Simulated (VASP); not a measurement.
# Ge20BH11 in VASP: single point with PBE

Aim: the single point of Ge20BH11 with PBE.

Everything below comes from runs of VASP 6.6.1. Logs are shortened: lines on timing, memory, paths and dates and some standing lists are left out, and cuts for length are marked.

## 1. The cell of the first run

The cell holds a slab with vacuum, 32 atoms: a = 8.004 Å, b = 8.004 Å, c = 17.514 Å, α = 90.00°, β = 90.00°, γ = 90.00°.

## 2. Single point, PBE

Contents of INCAR:

```
PREC     = Accurate       # precision mode
ENCUT    = 520            # plane-wave cutoff, eV
EDIFF    = 1E-7           # SCF threshold, eV
ISMEAR   = -1             # smearing method
SIGMA    = 0.05           # smearing width, eV
LREAL    = Auto         
LASPH    = T              # aspherical terms in the spheres
NELM     = 60             # most SCF steps
ALGO     = Normal         # electronic algorithm
ISIF     = 2              # what is computed and relaxed
LWAVE    = F              # write WAVECAR
LCHARG   = F              # write CHGCAR
GGA      = PE             # functional
NBANDS   = 169            # bands
```

Contents of KPOINTS:

```
Automatic mesh
0
Gamma
  1 1 1
```

Contents of POSCAR:

```
Ge20BH11
1.0
    8.0044490000      0.0000000000      0.0000000000
    0.0000000000      8.0044490000      0.0000000000
    0.0000000000      0.0000000000     17.5143500000
H Ge B
11 20 1
Direct
    0.4080121000      0.0000000000      0.0570960000
    0.0919879000      0.0000000000      0.0570960000
    0.9080121000      0.0000000000      0.0570960000
    0.5919879000      0.0000000000      0.0570960000
    0.4080121000      0.5000000000      0.0570960000
    0.0919879000      0.5000000000      0.0570960000
    0.9080121000      0.5000000000      0.0570960000
    0.5919879000      0.5000000000      0.0570960000
   -0.0060248354      0.6531228532      0.4623086071
   -0.1787898110      0.4858216373      0.4792562481
    0.0583631670      0.4116359290      0.4965451126
    0.2500000000      0.0000000000      0.1081599000
    0.7500000000      0.0000000000      0.1081599000
    0.2500000000      0.5000000000      0.1081599000
    0.7500000000      0.5000000000      0.1081599000
    0.2247898292      0.2502489814      0.1875631664
    0.7268968815      0.2508182645      0.1866331116
    0.2633566195      0.7496410197      0.1909047182
    0.7603910942      0.7486010112      0.1916107043
   -0.0279146026      0.2177324498      0.2683575585
    0.4770670559      0.2382771897      0.2669018690
    0.0145920043      0.7469324435      0.2703928932
    0.5130302839      0.7580706292      0.2741619466
    0.0062524383     -0.0160505033      0.3606679854
    0.5070468695      0.0039374411      0.3578095708
    0.0618824549      0.4822460534      0.3409116394
    0.5415304157      0.5109457037      0.3647299750
    0.2567880708      0.0332561407      0.4444160139
    0.7548883513      0.0459629160      0.4414127957
    0.3052191014      0.3288692794      0.3876682303
    0.7938540818      0.3429891638      0.3893848976
   -0.0286011110      0.5033358227      0.4584963180
```

Potentials or basis: VASP PAW PBE potentials, release 64 (H, Ge_d, B).

Started as:

```sh
$ cat potpaw_PBE.64/H/POTCAR potpaw_PBE.64/Ge_d/POTCAR potpaw_PBE.64/B/POTCAR > POTCAR
$ mpirun -np 1 vasp_gam > vasp.out
```

OUTCAR:

```text
PREC = Accurate
   ENCUT = 520
   EDIFF = 1E-7
   ISMEAR = -1
   LREAL = Auto
   LASPH = T
   NELM = 60
   ISIF = 2
   GGA = PE

 ion  position               nearest neighbor table
   1  0.408  0.000  0.057-  12 1.55
   2  0.092  0.000  0.057-  12 1.55
   3  0.908  0.000  0.057-  13 1.55
   4  0.592  0.000  0.057-  13 1.55
   5  0.408  0.500  0.057-  14 1.55
   6  0.092  0.500  0.057-  14 1.55
   7  0.908  0.500  0.057-  15 1.55
   8  0.592  0.500  0.057-  15 1.55
   9  0.994  0.653  0.462-  32 1.21
  10  0.821  0.486  0.479-  32 1.26
  11  0.058  0.412  0.497-  32 1.21
  12  0.250  0.000  0.108-   1 1.55   2 1.55  16 2.45  18 2.48
  13  0.750  0.000  0.108-   3 1.55   4 1.55  17 2.44  19 2.49
  14  0.250  0.500  0.108-   5 1.55   6 1.55  16 2.44  18 2.47
  15  0.750  0.500  0.108-   7 1.55   8 1.55  17 2.43  19 2.47
  16  0.225  0.250  0.188-  14 2.44  12 2.45  21 2.45  20 2.48
  17  0.727  0.251  0.187-  15 2.43  13 2.44  20 2.44  21 2.45
  18  0.263  0.750  0.191-  22 2.43  14 2.47  23 2.47  12 2.48
  19  0.760  0.749  0.192-  23 2.45  22 2.46  15 2.47  13 2.49
  20  0.972  0.218  0.268-  17 2.44  16 2.48  24 2.49  26 2.57  31 2.74
  21  0.477  0.238  0.267-  17 2.45  16 2.45  25 2.47  30 2.63  27 2.82
  22  0.015  0.747  0.270-  18 2.43  19 2.46  24 2.47  26 2.48
  23  0.513  0.758  0.274-  19 2.45  25 2.45  18 2.47  27 2.55
  24  0.006  0.984  0.361-  22 2.47  20 2.49  29 2.51  28 2.52
  25  0.507  0.004  0.358-  23 2.45  21 2.47  29 2.49  28 2.52
  26  0.062  0.482  0.341-  32 2.19  30 2.44  22 2.48  31 2.56  20 2.57
  27  0.542  0.511  0.365-  30 2.42  31 2.46  23 2.55  21 2.82
  28  0.257  0.033  0.444-  24 2.52  25 2.52  30 2.60
  29  0.755  0.046  0.441-  25 2.49  24 2.51  31 2.57
  30  0.305  0.329  0.388-  27 2.42  26 2.44  28 2.60  21 2.63
  31  0.794  0.343  0.389-  32 2.27  27 2.46  26 2.56  29 2.57  20 2.74
  32  0.971  0.503  0.458-  11 1.21   9 1.21  10 1.26  26 2.19  31 2.27

  LATTYP: Found a simple tetragonal cell.
 ALAT       =     8.0044490000
 C/A-ratio  =     2.1880769057

  Lattice vectors:

 A1 = (   8.0044490000,   0.0000000000,   0.0000000000)
 A2 = (   0.0000000000,   8.0044490000,   0.0000000000)
 A3 = (   0.0000000000,   0.0000000000,  17.5143500000)

Analysis of symmetry for initial positions (statically):
=====================================================================
 Subroutine PRICEL returns:
 Original cell was already a primitive cell.

 Routine SETGRP: Setting up the symmetry group for a
 simple tetragonal supercell.

 Subroutine GETGRP returns: Found  1 space group operations
 (whereof  1 operations were pure point group operations)
 out of a pool of 16 trial point group operations.

The static configuration has the point symmetry C_1 .

Analysis of symmetry for dynamics (positions and initial velocities):
=====================================================================
 Subroutine PRICEL returns:
 Original cell was already a primitive cell.

 Routine SETGRP: Setting up the symmetry group for a
 simple tetragonal supercell.

 Subroutine GETGRP returns: Found  1 space group operations
 (whereof  1 operations were pure point group operations)
 out of a pool of 16 trial point group operations.

The dynamic configuration has the point symmetry C_1 .

 Subroutine INISYM returns: Found  1 space group operations
 (whereof  1 operations are pure point group operations),
 and found     1 'primitive' translations

----------------------------------------------------------------------------------------

                                     Primitive cell

  volume of cell :    1122.1655

  direct lattice vectors                    reciprocal lattice vectors
     8.004449000  0.000000000  0.000000000     0.124930523  0.000000000  0.000000000
     0.000000000  8.004449000  0.000000000     0.000000000  0.124930523  0.000000000
     0.000000000  0.000000000 17.514350000     0.000000000  0.000000000  0.057096038

  length of vectors
     8.004449000  8.004449000 17.514350000     0.124930523  0.124930523  0.057096038

  position of ions in fractional coordinates (direct lattice)
     0.408012100  0.000000000  0.057096000
     0.091987900  0.000000000  0.057096000
     0.908012100  0.000000000  0.057096000
     0.591987900  0.000000000  0.057096000
     0.408012100  0.500000000  0.057096000
     0.091987900  0.500000000  0.057096000
[... 24 lines left out ...]
     0.793854082  0.342989164  0.389384898
     0.971398889  0.503335823  0.458496318

  ion indices of the primitive-cell ions
   primitive index   ion index
                 1           1
                 2           2
                 3           3
                 4           4
                 5           5
                 6           6
[... 24 lines left out ...]
                31          31
                32          32

----------------------------------------------------------------------------------------

 KPOINTS: Automatic mesh

Automatic generation of k-mesh.
 Grid dimensions read from file:
 generate k-points for:    1    1    1

 Generating k-lattice:

  Cartesian coordinates                     Fractional coordinates (reciprocal lattice)
     0.124930523  0.000000000  0.000000000     1.000000000  0.000000000  0.000000000
     0.000000000  0.124930523  0.000000000     0.000000000  1.000000000  0.000000000
     0.000000000  0.000000000  0.057096038     0.000000000  0.000000000  1.000000000

  Length of vectors
     0.124930523  0.124930523  0.057096038

  Shift w.r.t. Gamma in fractional coordinates (k-lattice)
     0.000000000  0.000000000  0.000000000

 Subroutine IBZKPT returns following result:
 ===========================================

 Found      1 irreducible k-points:

 Following reciprocal coordinates:
            Coordinates               Weight
  0.000000  0.000000  0.000000      1.000000
   k-points           NKPTS =      1   k-points in BZ     NKDIM =      1   number of bands    NBANDS=    169
   number of dos      NEDOS =    301   number of ions     NIONS =     32
   total plane-waves  NPLWV = 504000
   dimension x,y,z NGX =    60 NGY =   60 NGZ =  140
   dimension x,y,z NGXF=   120 NGYF=  120 NGZF=  280
   ions per type =              11  20   1
   NGX,Y,Z   is equivalent  to a cutoff of  12.46, 12.46, 13.29 a.u.
   NGXF,Y,Z  is equivalent  to a cutoff of  24.92, 24.92, 26.58 a.u.
 SYSTEM =  unknown system
   PREC   = accura    normal or accurate (medium, high low for compatibility)
   ISTART =      0    job   : 0-new  1-cont  2-samecut
   ICHARG =      2    charge: 1-file 2-atom 10-const
   ISPIN  =      1    spin polarized calculation?
   LNONCOLLINEAR =      F non collinear calculations
   LSORBIT =      F    spin-orbit coupling
   LASPH  =      T    aspherical Exc in radial PAW
   ENCUT  =  520.0 eV  38.22 Ry    6.18 a.u.  14.88 14.88 32.57*2*pi/ulx,y,z
   NELM   =     60;   NELMIN=  2; NELMDL= -5     # of ELM steps
   EDIFF  = 0.1E-06   stopping-criterion for ELM
   LREAL  =      T    real-space projection
   EDIFFG = 0.1E-05   stopping-criterion for IOM
   NSW    =      0    number of steps for IOM
   IBRION =     -1    ionic relax: 0-MD 1-quasi-New 2-CG
   NFREE  =      0    steps in history (QN), initial steepest desc. (CG)
   ISIF   =      2    stress and relaxation
   ISYM   =      2    0-nonsym 1-usesym 2-fastsym
   POTIM  = 0.5000    time-step for ionic-motion
   TEBEG  =    0.0;   TEEND  =   0.0 temperature during run
   PSTRESS=    0.0 pullay stress
   NELECT =     294.0000    total number of electrons
   NUPDOWN=      -1.0000    fix difference up-down
   EMIN   =  10.00;   EMAX   =-10.00  energy-range for DOS
   EFERMI =   0.00;   METHOD = LEGACY
   ISMEAR =    -1;   SIGMA  =   0.05  broadening in eV -4-tet -1-fermi 0-gaus
   EFERMI_NEDOS =   21; number of points for ismear=-14 and -15
   IALGO  =     38    algorithm
   IMIX   =      4    mixing-type and parameters
     AMIX     =   0.40;   BMIX     =  1.00
     AMIX_MAG =   1.60;   BMIX_MAG =  1.00
  volume/ion in A,a.u.               =      35.07       236.65
  Fermi-wavevector in a.u.,A,eV,Ry     =   1.047542  1.979568 14.930288  1.097345
  Thomas-Fermi vector in A             =   2.182427
   LORBIT       =      0    0 simple, 1 ext, 2 COOP (PROOUT), +10 PAW based schemes
   GGA     = PE    functional components
   LHFCALC =     F    Hartree Fock is set to
   AEXX    =    0.0000 exact exchange contribution
   IVDW    =     0    specifies the selected vdW correction
   LEPSILON=     F    determine dielectric tensor
   LRPA    =     F    only Hartree local field effects (RPA)
 non-spin polarized calculation
  energy-cutoff  :      520.00
  volume of cell :     1122.17
 maximum number of plane-waves:     15101
 NGX is ok and might be reduce to    60
   NGX = 29   NGY = 29   NGZ = 65

 number of electron     293.9999958 magnetization

 Free energy of the ion-electron system (eV)
  ---------------------------------------------------
  ext. energy  EPLUGINS =         0.00000000
  ---------------------------------------------------
  free energy    TOTEN  =      -120.86205747 eV

  energy without entropy =     -120.86186701  energy(sigma->0) =     -120.86196224

 E-fermi :  -0.4566     XC(G=0):  -5.2169

 val. band max:       -0.9217006671   @ k =   0.0000   0.0000   0.0000
 cond. band min:       0.0082736598   @ k =   0.0000   0.0000   0.0000
 fundamental gap:      0.9299743269
 Fermi energy:        -0.4566068294

 k-point     1 :       0.0000    0.0000    0.0000
  band No.  band energies     occupation
      1     -25.4495      2.00000
      2     -25.4303      2.00000
      3     -25.4015      2.00000
      4     -25.3840      2.00000
      5     -25.3723      2.00000
      6     -25.3574      2.00000
[... 151 lines left out ...]
    158       1.4962      0.00000
    159       1.8670      0.00000
 [bands above 159 left out]

------------------------ aborting loop because EDIFF is reached ----------------------------------------

  FORCE on cell =-STRESS in cart. coord.  units (eV):
  Direction    XX          YY          ZZ          XY          YZ          ZX
  --------------------------------------------------------------------------------------
  -------------------------------------------------------------------------------------
  Total       36.3791721     14.0816488     -0.6936599      0.8480212      0.1434840     -0.1300436
  in kB       51.9405430     20.1051437     -0.9903764      1.2107664      0.2048600     -0.1856704
  external PRESSURE =      23.6851034 kB  Pullay stress =       0.0000000 kB

 VOLUME and BASIS-vectors are now :
 -----------------------------------------------------------------------------
  energy-cutoff  :      520.00
  volume of cell :     1122.17
      direct lattice vectors                 reciprocal lattice vectors
     8.004449000  0.000000000  0.000000000     0.124930523  0.000000000  0.000000000
     0.000000000  8.004449000  0.000000000     0.000000000  0.124930523  0.000000000
     0.000000000  0.000000000 17.514350000     0.000000000  0.000000000  0.057096038

 POSITION                                       TOTAL-FORCE (eV/Angst)
 -----------------------------------------------------------------------------------
      3.26591      0.00000      1.00000        -0.656538      0.145510      0.099959
      0.73631      0.00000      1.00000         0.645257     -0.170277      0.019165
      7.26814      0.00000      1.00000        -0.613870      0.180229      0.118655
      4.73854      0.00000      1.00000         0.661232     -0.220782      0.064344
      3.26591      4.00222      1.00000        -0.577441     -0.125340      0.020226
      0.73631      4.00222      1.00000         0.591423      0.127845      0.008589
[... 24 lines left out ...]
      6.35436      2.74544      6.81982        -0.003088      0.010867      0.007252
      7.77551      4.02893      8.03026         0.014483      0.009201      0.010165
 -----------------------------------------------------------------------------------
    total drift:                               -0.001498      0.002982      0.013735

  FREE ENERGIE OF THE ION-ELECTRON SYSTEM (eV)
  ---------------------------------------------------
  free  energy   TOTEN  =      -120.8620574685 eV

  energy  without entropy=     -120.8618670127  energy(sigma->0) =     -120.86196224
```

Run time: 6.6 min. Hardware: 1 thread of AMD EPYC 7R13 (Zen 3), shared host; peak memory 0.92 GiB.

What came out:

```
Free energy            : -120.8621 eV
Largest force          : 0.700 eV/Å
Band gap on the k mesh : 0.93 eV
```

Forces in eV/Å, atoms in the order of the input:
```
H   -0.657  0.146  0.100
H    0.645 -0.170  0.019
H   -0.614  0.180  0.119
H    0.661 -0.221  0.064
H   -0.577 -0.125  0.020
H    0.591  0.128  0.009
H   -0.566 -0.098  0.038
H    0.590  0.081  0.022
H   -0.009  0.001 -0.015
H   -0.014 -0.011 -0.001
H    0.004  0.004 -0.007
Ge  -0.018 -0.175 -0.100
Ge  -0.149 -0.223 -0.016
Ge   0.056  0.188 -0.145
Ge   0.055  0.271 -0.118
Ge  -0.001  0.000 -0.005
Ge   0.001  0.006  0.002
Ge  -0.004  0.001  0.000
Ge   0.000  0.000  0.000
Ge  -0.012  0.000  0.004
Ge  -0.001 -0.008 -0.002
Ge   0.001  0.001  0.001
Ge   0.004  0.002 -0.003
Ge  -0.003 -0.004 -0.007
Ge   0.005 -0.003 -0.009
Ge  -0.001  0.005 -0.002
Ge   0.001 -0.003  0.003
Ge  -0.001  0.000  0.010
Ge   0.000 -0.001  0.002
Ge  -0.001  0.009  0.002
Ge  -0.003  0.011  0.007
B    0.014  0.009  0.010
```

Caveat: the k points lie up to 0.78 Å⁻¹ apart.
